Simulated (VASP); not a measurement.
# LiF (Fm-3m) in VASP: notebook

LiF is run at these levels: PBEsol; tasks: single point.

Everything below comes from runs of VASP 6.6.1. Logs are shortened: lines on timing, memory, paths and dates and some standing lists are left out, and cuts for length are marked.

## Step 1: The cell of the first run

Symmetry: Fm-3m, No. 225, cubic system. Conventional cell: a = 4.132 Å, b = 4.132 Å, c = 4.132 Å, α = 90.00°, β = 90.00°, γ = 90.00°. Li (site symmetry m-3m) has 6 F at 2.07 Å within 2.7 Å. Within 2.7 Å of F (site symmetry m-3m) lie 6 Li at 2.07 Å.

## Step 2: Single point, PBEsol (Na replaced by Li, lengths x 0.898, strained)

Input file INCAR:

```
PREC = Accurate ; ENCUT = 520
EDIFF = 1E-6 ; ISMEAR = 0
SIGMA = 0.1 ; LREAL = F
LASPH = T ; NELM = 100
ALGO = Normal ; ISIF = 2
LWAVE = F ; LCHARG = T
GGA = PS ; LELF = T
LVHAR = T ; NBANDS = 12
```

Input file KPOINTS:

```
regular mesh
0
Gamma
  8 8 8
```

Input file POSCAR:

```
LiF
1.0
    0.0000000000      2.0660712252      2.0660712252
    2.0660712252      0.0000000000      2.0660712252
    2.0660712252      2.0660712252      0.0000000000
Li F
1 1
Direct
    0.0000000000      0.0000000000      0.0000000000
    0.5000000000      0.5000000000      0.5000000000
```

Potentials or basis: VASP PAW PBE potentials, release 64 (Li_sv, F).

Launch:

```bash
> cat potpaw_PBE.64/Li_sv/POTCAR potpaw_PBE.64/F/POTCAR > POTCAR
> mpirun -np 1 vasp_std > vasp.out
```

OUTCAR:

```text
PREC = Accurate
   ENCUT = 520
   EDIFF = 1E-6
   ISMEAR = 0
   LREAL = F
   LASPH = T
   NELM = 100
   ISIF = 2
   GGA = PS

 ion  position               nearest neighbor table
   1  0.000  0.000  0.000-   2 2.07   2 2.07   2 2.07   2 2.07   2 2.07   2 2.07
   2  0.500  0.500  0.500-   1 2.07   1 2.07   1 2.07   1 2.07   1 2.07   1 2.07

  LATTYP: Found a face centered cubic cell.
 ALAT       =     4.1321424504

  Lattice vectors:

 A1 = (   0.0000000000,   2.0660712252,   2.0660712252)
 A2 = (   2.0660712252,   0.0000000000,   2.0660712252)
 A3 = (   2.0660712252,   2.0660712252,   0.0000000000)

Analysis of symmetry for initial positions (statically):
=====================================================================
 Subroutine PRICEL returns:
 Original cell was already a primitive cell.

 Routine SETGRP: Setting up the symmetry group for a
 face centered cubic supercell.

 Subroutine GETGRP returns: Found 48 space group operations
 (whereof 48 operations were pure point group operations)
 out of a pool of 48 trial point group operations.

The static configuration has the point symmetry O_h .

Analysis of symmetry for dynamics (positions and initial velocities):
=====================================================================
 Subroutine PRICEL returns:
 Original cell was already a primitive cell.

 Routine SETGRP: Setting up the symmetry group for a
 face centered cubic supercell.

 Subroutine GETGRP returns: Found 48 space group operations
 (whereof 48 operations were pure point group operations)
 out of a pool of 48 trial point group operations.

The dynamic configuration has the point symmetry O_h .

 Subroutine INISYM returns: Found 48 space group operations
 (whereof 48 operations are pure point group operations),
 and found     1 'primitive' translations

----------------------------------------------------------------------------------------

                                     Primitive cell

  volume of cell :      17.6387

  direct lattice vectors                    reciprocal lattice vectors
     0.000000000  2.066071225  2.066071225    -0.242005210  0.242005210  0.242005210
     2.066071225  0.000000000  2.066071225     0.242005210 -0.242005210  0.242005210
     2.066071225  2.066071225  0.000000000     0.242005210  0.242005210 -0.242005210

  length of vectors
     2.921865948  2.921865948  2.921865948     0.419165319  0.419165319  0.419165319

  position of ions in fractional coordinates (direct lattice)
     0.000000000  0.000000000  0.000000000
     0.500000000  0.500000000  0.500000000

  ion indices of the primitive-cell ions
   primitive index   ion index
                 1           1
                 2           2

----------------------------------------------------------------------------------------

 KPOINTS: regular mesh

Automatic generation of k-mesh.
 Grid dimensions read from file:
 generate k-points for:    8    8    8

 Generating k-lattice:

  Cartesian coordinates                     Fractional coordinates (reciprocal lattice)
    -0.030250651  0.030250651  0.030250651     0.125000000  0.000000000  0.000000000
     0.030250651 -0.030250651  0.030250651     0.000000000  0.125000000  0.000000000
     0.030250651  0.030250651 -0.030250651     0.000000000  0.000000000  0.125000000

  Length of vectors
     0.052395665  0.052395665  0.052395665

  Shift w.r.t. Gamma in fractional coordinates (k-lattice)
     0.000000000  0.000000000  0.000000000

 Subroutine IBZKPT returns following result:
 ===========================================

 Found     29 irreducible k-points:

 Following reciprocal coordinates:
            Coordinates               Weight
  0.000000  0.000000  0.000000      1.000000
  0.125000  0.000000  0.000000      8.000000
  0.250000  0.000000  0.000000      8.000000
  0.375000  0.000000  0.000000      8.000000
  0.500000  0.000000  0.000000      4.000000
  0.125000  0.125000  0.000000      6.000000
[... 16 lines left out ...]
  0.500000  0.250000  0.125000     48.000000
 -0.375000  0.250000  0.125000     24.000000
 [... further k-points ...]
   k-points           NKPTS =     29   k-points in BZ     NKDIM =     29   number of bands    NBANDS=     12
   number of dos      NEDOS =    301   number of ions     NIONS =      2
   total plane-waves  NPLWV =  13824
   dimension x,y,z NGX =    24 NGY =   24 NGZ =   24
   dimension x,y,z NGXF=    48 NGYF=   48 NGZF=   48
   ions per type =               1   1
   NGX,Y,Z   is equivalent  to a cutoff of  13.66, 13.66, 13.66 a.u.
   NGXF,Y,Z  is equivalent  to a cutoff of  27.31, 27.31, 27.31 a.u.
 SYSTEM =  unknown system
   PREC   = accura    normal or accurate (medium, high low for compatibility)
   ISTART =      0    job   : 0-new  1-cont  2-samecut
   ICHARG =      2    charge: 1-file 2-atom 10-const
   ISPIN  =      1    spin polarized calculation?
   LNONCOLLINEAR =      F non collinear calculations
   LSORBIT =      F    spin-orbit coupling
   LASPH  =      T    aspherical Exc in radial PAW
   ENCUT  =  520.0 eV  38.22 Ry    6.18 a.u.   5.43  5.43  5.43*2*pi/ulx,y,z
   NELM   =    100;   NELMIN=  2; NELMDL= -5     # of ELM steps
   EDIFF  = 0.1E-05   stopping-criterion for ELM
   LREAL  =      F    real-space projection
   EDIFFG = 0.1E-04   stopping-criterion for IOM
   NSW    =      0    number of steps for IOM
   IBRION =     -1    ionic relax: 0-MD 1-quasi-New 2-CG
   NFREE  =      0    steps in history (QN), initial steepest desc. (CG)
   ISIF   =      2    stress and relaxation
   ISYM   =      2    0-nonsym 1-usesym 2-fastsym
   POTIM  = 0.5000    time-step for ionic-motion
   TEBEG  =    0.0;   TEEND  =   0.0 temperature during run
   PSTRESS=    0.0 pullay stress
   NELECT =      10.0000    total number of electrons
   NUPDOWN=      -1.0000    fix difference up-down
   EMIN   =  10.00;   EMAX   =-10.00  energy-range for DOS
   EFERMI =   0.00;   METHOD = LEGACY
   ISMEAR =     0;   SIGMA  =   0.10  broadening in eV -4-tet -1-fermi 0-gaus
   EFERMI_NEDOS =   21; number of points for ismear=-14 and -15
   IALGO  =     38    algorithm
   IMIX   =      4    mixing-type and parameters
     AMIX     =   0.40;   BMIX     =  1.00
     AMIX_MAG =   1.60;   BMIX_MAG =  1.00
  volume/ion in A,a.u.               =       8.82        59.52
  Fermi-wavevector in a.u.,A,eV,Ry     =   1.354938  2.560462 24.978365  1.835858
  Thomas-Fermi vector in A             =   2.482068
   LORBIT       =      0    0 simple, 1 ext, 2 COOP (PROOUT), +10 PAW based schemes
   GGA     = PS    functional components
   LHFCALC =     F    Hartree Fock is set to
   AEXX    =    0.0000 exact exchange contribution
   IVDW    =     0    specifies the selected vdW correction
   LEPSILON=     F    determine dielectric tensor
   LRPA    =     F    only Hartree local field effects (RPA)
 non-spin polarized calculation
 Gauss-broadening in eV      SIGMA  =   0.10
  energy-cutoff  :      520.00
  volume of cell :       17.64
 maximum number of plane-waves:       531
 NGX is ok and might be reduce to    24
   NGX = 11   NGY = 11   NGZ = 11

 number of electron      10.0000008 magnetization

 Free energy of the ion-electron system (eV)
  ---------------------------------------------------
  ext. energy  EPLUGINS =         0.00000000
  ---------------------------------------------------
  free energy    TOTEN  =        -9.82590761 eV

  energy without entropy =       -9.82590761  energy(sigma->0) =       -9.82590761

 E-fermi :  -1.0786     XC(G=0):  -9.8230

 val. band max:       -1.5438954422   @ k =   0.0000   0.0000   0.0000
 cond. band min:       6.7325317406   @ k =   0.0000   0.0000   0.0000
 fundamental gap:      8.2764271827
 Fermi energy:        -1.0786173915

 k-point     1 :       0.0000    0.0000    0.0000
  band No.  band energies     occupation
      1     -41.9372      2.00000
      2     -21.2081      2.00000
      3      -1.5439      2.00000
      4      -1.5439      2.00000
      5      -1.5439      2.00000
      6       6.7325      0.00000
      7      21.3232      0.00000
      8      21.3232      0.00000
      9      21.3232      0.00000
     10      21.8231      0.00000
     11      21.8231      0.00000
     12      21.8231      0.00000

 k-point     2 :       0.1250    0.0000    0.0000
  band No.  band energies     occupation
      1     -41.9300      2.00000
      2     -21.1537      2.00000
      3      -1.9532      2.00000
      4      -1.5758      2.00000
      5      -1.5758      2.00000
      6       7.1766      0.00000
      7      18.1478      0.00000
      8      19.8291      0.00000
      9      19.8291      0.00000
     10      22.9148      0.00000
     11      23.0895      0.00000
     12      23.0895      0.00000

 k-point     3 :       0.2500    0.0000    0.0000
  band No.  band energies     occupation
      1     -41.9137      2.00000
      2     -21.0210      2.00000
      3      -2.8220      2.00000
      4      -1.6505      2.00000
      5      -1.6505      2.00000
      6       8.0407      0.00000
      7      15.5264      0.00000
      8      18.1623      0.00000
      9      18.1623      0.00000
     10      24.1997      0.00000
     11      24.8351      0.00000
     12      24.8351      0.00000
[... 286 lines left out ...]
 k-point    23 :       0.5000    0.2500    0.1250
  band No.  band energies     occupation
      1     -41.8896      2.00000
      2     -20.7773      2.00000
      3      -3.5025      2.00000
      4      -2.5529      2.00000
      5      -1.9189      2.00000
      6      10.0140      0.00000
      7      13.6155      0.00000
      8      16.6708      0.00000
      9      17.0007      0.00000
     10      23.0365      0.00000
     11      27.3150      0.00000
     12      30.0048      0.00000

 k-point    24 :      -0.3750    0.2500    0.1250
  band No.  band energies     occupation
      1     -41.8844      2.00000
      2     -20.7240      2.00000
      3      -3.6878      2.00000
      4      -2.6592      2.00000
      5      -1.9815      2.00000
      6      10.2955      0.00000
      7      13.3315      0.00000
      8      16.5886      0.00000
      9      16.6346      0.00000
     10      24.7829      0.00000
     11      25.8554      0.00000
     12      31.0719      0.00000

 [... further k-points ...]

------------------------ aborting loop because EDIFF is reached ----------------------------------------

  FORCE on cell =-STRESS in cart. coord.  units (eV):
  Direction    XX          YY          ZZ          XY          YZ          ZX
  --------------------------------------------------------------------------------------
  -------------------------------------------------------------------------------------
  Total       -0.6331660     -0.6331660     -0.6331660      0.0000000      0.0000000      0.0000000
  in kB      -57.5125120    -57.5125120    -57.5125120      0.0000000      0.0000000      0.0000000
  external PRESSURE =     -57.5125120 kB  Pullay stress =       0.0000000 kB

 VOLUME and BASIS-vectors are now :
 -----------------------------------------------------------------------------
  energy-cutoff  :      520.00
  volume of cell :       17.64
      direct lattice vectors                 reciprocal lattice vectors
     0.000000000  2.066071225  2.066071225    -0.242005210  0.242005210  0.242005210
     2.066071225  0.000000000  2.066071225     0.242005210 -0.242005210  0.242005210
     2.066071225  2.066071225  0.000000000     0.242005210  0.242005210 -0.242005210

 POSITION                                       TOTAL-FORCE (eV/Angst)
 -----------------------------------------------------------------------------------
      0.00000      0.00000      0.00000        -0.000000     -0.000000      0.000000
      2.06607      2.06607      2.06607         0.000000      0.000000     -0.000000
 -----------------------------------------------------------------------------------
    total drift:                               -0.000000     -0.000000      0.000000

  FREE ENERGIE OF THE ION-ELECTRON SYSTEM (eV)
  ---------------------------------------------------
  free  energy   TOTEN  =        -9.8259076133 eV

  energy  without entropy=       -9.8259076133  energy(sigma->0) =       -9.82590761
```

Run time: 3.4 s. Hardware: 1 thread of AMD EPYC 9R45 (Zen 5), shared host; peak memory 0.1 GiB.

Results:

| Property | Result |
| --- | --- |
| Free energy | -9.8259 eV |
| Band gap on the k mesh | 8.28 eV |

Caveat: the cell differs from its parent crystal (Na replaced by Li, lengths x 0.898, strained); the cutoff is under 1.25 times the usual one of these potentials, so pressure, stress and relaxed cells hold a basis-set (Pulay) error; the PAW data sets were made with another functional, which shifts forces and pressure a little.

## Step 3: Single point, PBEsol (Na replaced by Li, lengths x 0.898, strained)

Input file INCAR:

```
SYSTEM = LiF
  PREC = Accurate
  ENCUT = 520
  EDIFF = 1E-6
  ISMEAR = 0
  SIGMA = 0.02
  LREAL = .FALSE.
  LASPH = .TRUE.
  NELM = 60
  ALGO = Normal
  ISIF = 2
  LWAVE = .FALSE.
  LCHARG = .FALSE.
  GGA = PS
  NBANDS = 12
```

Input file KPOINTS:

```
regular mesh
0
G
  10 10 10
  0 0 0
```

POSCAR is that of step 2.

Potentials or basis: VASP PAW PBE potentials, release 64 (Li_sv, F).

Launch:

```bash
> cat potpaw_PBE.64/Li_sv/POTCAR potpaw_PBE.64/F/POTCAR > POTCAR
> mpirun -np 1 vasp_std > vasp.out
```

Wall time 4.3 s (1 thread of AMD EPYC 9R45 (Zen 5), shared host); peak memory 0.1 GiB.

Results (log left out):

```
Free energy            : -9.8260 eV
Band gap on the k mesh : 8.28 eV
```

Levels at points of the mesh, in eV from the valence-band top:
```
           k point  band 2  band 3  band 4  band 5  band 6  band 7  band 8  band 9
(0.00, 0.00, 0.00)  -19.66    0.00    0.00    0.00    8.28   22.87   22.87   22.87
(0.50, 0.00, 0.00)  -19.28   -2.33   -0.21   -0.21   10.19   15.68   18.16   18.16
(0.50, 0.50, 0.00)  -19.06   -2.74   -0.90   -0.90   13.94   15.84   16.44   19.22
```

Caveat: the cell differs from its parent crystal (Na replaced by Li, lengths x 0.898, strained); the cutoff is under 1.25 times the usual one of these potentials, so pressure, stress and relaxed cells hold a basis-set (Pulay) error; the PAW data sets were made with another functional, which shifts forces and pressure a little. A k mesh can miss the band edges.
